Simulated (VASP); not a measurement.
Set up this calculation in VASP 6.6.1, as the native input.

| Item | Value |
| --- | --- |
| Task | single point |
| Functional | PBEsol |
| Potentials or basis | VASP PAW PBE potentials, release 64 (Be, Ga_d, C) |
| Cutoff | 520 eV |
| k mesh | 1 × 1 × 1, shifted |
| Occupations | fermi-dirac, width 0.05 eV |
| Spin | collinear spin |
| Dipole correction | no |
| Further INCAR settings | LREAL = Auto; ALGO = Normal; EDIFF = 1e-06; NBANDS = 188; ISYM = 0 |

The structure of Be63GaC31 (a cell with a defect) lies in POSCAR:

```
Be63GaC31
1.0
    8.6212760000      0.0000000000      0.0000000000
    0.0000000000      8.6212760000      0.0000000000
    0.0000000000      0.0000000000      8.6212760000
Be Ga C
63 1 31
Direct
    0.3743650000      0.1245060000      0.1248990000
    0.3747280000      0.1251470000      0.6247080000
    0.3747000000      0.6243420000      0.1255780000
    0.8755830000      0.1241590000      0.1245270000
    0.8742940000      0.1284830000      0.6236570000
    0.8742940000      0.6232660000      0.1288630000
    0.8790300000      0.6303970000      0.6305930000
    0.1240990000      0.3730490000      0.1238810000
    0.1269000000      0.3871140000      0.6180750000
    0.1257030000      0.8733350000      0.1265170000
    0.1233260000      0.8796630000      0.6267830000
    0.6247780000      0.3744300000      0.1243060000
    0.6264790000      0.3723990000      0.6241300000
    0.6249520000      0.8740290000      0.1263200000
    0.6267110000      0.8768580000      0.6264180000
    0.1241140000      0.1234510000      0.3734440000
    0.1257130000      0.1261450000      0.8737200000
    0.1268300000      0.6178270000      0.3876290000
    0.1233090000      0.6263720000      0.8800130000
    0.6247830000      0.1239200000      0.3748240000
    0.6249470000      0.1259330000      0.8744010000
    0.6264540000      0.6237580000      0.3727500000
    0.6267330000      0.6260560000      0.8772170000
    0.1240970000      0.1241410000      0.1245230000
    0.1238740000      0.1302460000      0.6236540000
    0.1238530000      0.6232430000      0.1306500000
    0.1181070000      0.6323290000      0.6325670000
    0.6249270000      0.1246020000      0.1249880000
    0.6261760000      0.1251880000      0.6234360000
    0.6261810000      0.6230580000      0.1255510000
    0.6386990000      0.6250030000      0.6253600000
    0.3732570000      0.3725780000      0.3729810000
    0.3740820000      0.3746360000      0.8773100000
    0.3740680000      0.8768860000      0.3750540000
    0.3753340000      0.8771050000      0.8774940000
    0.8704460000      0.3674240000      0.3678550000
    0.8746280000      0.3767020000      0.8705060000
    0.8746000000      0.8701520000      0.3770810000
    0.8764360000      0.8762440000      0.8766410000
    0.3748390000      0.3737330000      0.1252530000
    0.3742480000      0.3641190000      0.6256350000
    0.3749230000      0.8753480000      0.1262480000
    0.3746540000      0.8870930000      0.6250740000
    0.8742440000      0.3737490000      0.1227740000
    0.8707850000      0.3812390000      0.6118790000
    0.8739580000      0.8735490000      0.1273870000
    0.8753810000      0.8777870000      0.6275100000
    0.3748650000      0.1248360000      0.3741320000
    0.3749300000      0.1258500000      0.8757420000
    0.3742580000      0.6251960000      0.3645710000
    0.3746260000      0.6246660000      0.8875100000
    0.8742440000      0.1223830000      0.3741060000
    0.8739600000      0.1269950000      0.8739440000
    0.8707170000      0.6117100000      0.3817300000
    0.8753930000      0.6271140000      0.8781160000
    0.1210890000      0.3698730000      0.3704290000
    0.1227770000      0.3744160000      0.8747120000
    0.1227670000      0.8743280000      0.3748090000
    0.1246060000      0.8759500000      0.8763420000
    0.6261640000      0.3714430000      0.3718140000
    0.6248990000      0.3758560000      0.8749720000
    0.6248640000      0.8746000000      0.3762560000
    0.6281820000      0.8781930000      0.8785890000
    0.3759430000      0.6259390000      0.6264200000
    0.0002510000      0.9998660000      0.0002440000
    0.9993140000      0.0005200000      0.5004070000
    0.9993220000      0.5000240000      0.0009100000
    0.4999420000      0.0004880000      0.0008790000
    0.4999250000      0.0004100000      0.5003620000
    0.4999330000      0.4999720000      0.0008010000
    0.5047780000      0.4940000000      0.4943600000
    0.2496040000      0.2494750000      0.9997490000
    0.2501320000      0.2495160000      0.4990010000
    0.2501420000      0.7501840000      0.0024100000
    0.2471740000      0.7587510000      0.4962960000
    0.7493730000      0.2500590000      0.9983890000
    0.7473030000      0.2469830000      0.4988060000
    0.7505100000      0.7500380000      0.0020970000
    0.7499720000      0.7498960000      0.5016440000
    0.2495990000      0.9993400000      0.2498620000
    0.2501520000      0.0020270000      0.7505900000
    0.2500580000      0.4986060000      0.2499810000
    0.2471710000      0.4958690000      0.7591400000
    0.7493720000      0.9979990000      0.2504320000
    0.7505000000      0.0017150000      0.7504310000
    0.7473330000      0.4984420000      0.2473880000
    0.7500390000      0.5012780000      0.7501910000
    0.9997390000      0.2457950000      0.2461840000
    0.9994720000      0.2555350000      0.7445690000
    0.9994600000      0.7441900000      0.2559200000
    0.9996440000      0.7549510000      0.7553280000
    0.4991630000      0.2484360000      0.2488190000
    0.4997070000      0.2500890000      0.7497640000
    0.4996900000      0.7493670000      0.2504810000
    0.5063850000      0.7570670000      0.7574480000
```

These files were run (other wordings do the same):

INCAR

```
SYSTEM = Be63GaC31
PREC = Accurate
ENCUT = 520
EDIFF = 1E-6
ISMEAR = -1
SIGMA = 0.05
LREAL = Auto
LASPH = .TRUE.
NELM = 200
ALGO = Normal
ISIF = 2
LWAVE = .FALSE.
LCHARG = .TRUE.
ISPIN = 2
MAGMOM = 0 0 0 0 0 0 0.056 0 0.056 0 0 0 0 0 0 0 0 0.056 0 0 0 0 0 0 0 0 0.056 0 0 0 0.056 0 0 0 0 0.056 0 0 0 0 0.056 0 0.056 0 0.056 0 0 0 0 0.056 0.056 0 0 0.056 0 0.056 0 0 0 0 0 0 0 0.056 0 0 0 0 0 0 0.056 0 0 0 0.056 0 0 0 0 0 0 0 0.056 0 0 0 0 0 0 0 0 0 0 0 0.056
LORBIT = 11
GGA = PS
LELF = .TRUE.
LVHAR = .TRUE.
ISYM = 0
NBANDS = 188
GGA_COMPAT = .FALSE.
```

KPOINTS

```
Automatic mesh
0
Gamma
  1 1 1
  0.25 0.25 0.25
```

Potentials or basis: VASP PAW PBE potentials, release 64 (Be, Ga_d, C).

Launch:

```sh
$ cat potpaw_PBE.64/Be/POTCAR potpaw_PBE.64/Ga_d/POTCAR potpaw_PBE.64/C/POTCAR > POTCAR
$ mpirun -np 1 vasp_std > vasp.out
```

It gave:

The pressure is 3.9 GPa, the largest force is 0.201 eV/Å and the net moment is 0.58 μB per cell. The site moments are Be +0.00, +0.05, +0.01, +0.03, +0.02 (each value once); Ga +0.00; C +0.00, -0.00, +0.01 (each value once) μB. The valence electrons inside the program's atomic spheres are Be 1.30, 1.32, 1.29, 1.20, 1.28, 1.31, 1.26 (each value once); Ga 12.35; C 2.50, 2.51, 2.47, 2.52 (each value once).

Caveat: the k points lie up to 0.36 Å⁻¹ apart; the PAW data sets were made with another functional, which shifts forces and pressure a little.

Run time: 31 min on 1 thread of Intel(R) Xeon(R) Platinum 8559C (Emerald Rapids), with other jobs on the host, peak memory 1.2 GiB.
